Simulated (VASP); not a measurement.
## ZnS: electric field gradients with PBEsol

The system is ZnS.

```xyz
2
Lattice="0.0000 2.6494 2.6494 2.6494 0.0000 2.6494 2.6494 2.6494 0.0000" Properties=species:S:1:pos:R:3 pbc="T T T"
Zn    0.0000    0.0000    0.0000
S     3.9742    3.9742    3.9742
```

This cell differs from its parent crystal: volume scaled by 0.94.

```json
{"Program": "VASP 6.6.1", "Task": "electric field gradients", "Functional": "PBEsol", "Potentials or basis": "VASP PAW PBE potentials, release 64 (Zn, S)", "Cutoff": "520 eV", "k mesh": "8 × 8 × 8", "Occupations": "fermi-dirac, width 0.01 eV", "Spin": "no spin polarisation", "Dipole correction": "no", "Further INCAR settings": "ALGO = Normal; EDIFF = 1e-08; NBANDS = 16"}
```

```yaml
Pressure: 3.0 GPa
Band_gap_on_the_k_mesh: 2.24 eV, direct
```

Levels at points of the mesh, in eV from the valence-band top:
```tsv
k point	band 5	band 6	band 7	band 8	band 9	band 10	band 11	band 12	band 13	band 14
(0.00, 0.00, 0.00)	-6.06	-6.06	0.00	0.00	0.00	2.24	6.26	6.26	6.26	11.80
(0.50, 0.00, 0.00)	-6.02	-5.87	-5.73	-0.97	-0.97	3.30	6.79	6.79	8.91	12.24
(0.50, 0.50, 0.00)	-5.97	-5.82	-4.84	-2.47	-2.47	3.10	3.94	11.27	12.28	12.28
```

Run time: 34 s on 1 thread of Intel Xeon 8259CL, with other jobs on the host, peak memory 0.16 GiB.

Caveat: without QUAD_EFG the Cq values of the log hold for a quadrupole moment of 1 mb, not for the nuclei; the PAW data sets were made with another functional, which shifts forces and pressure a little.
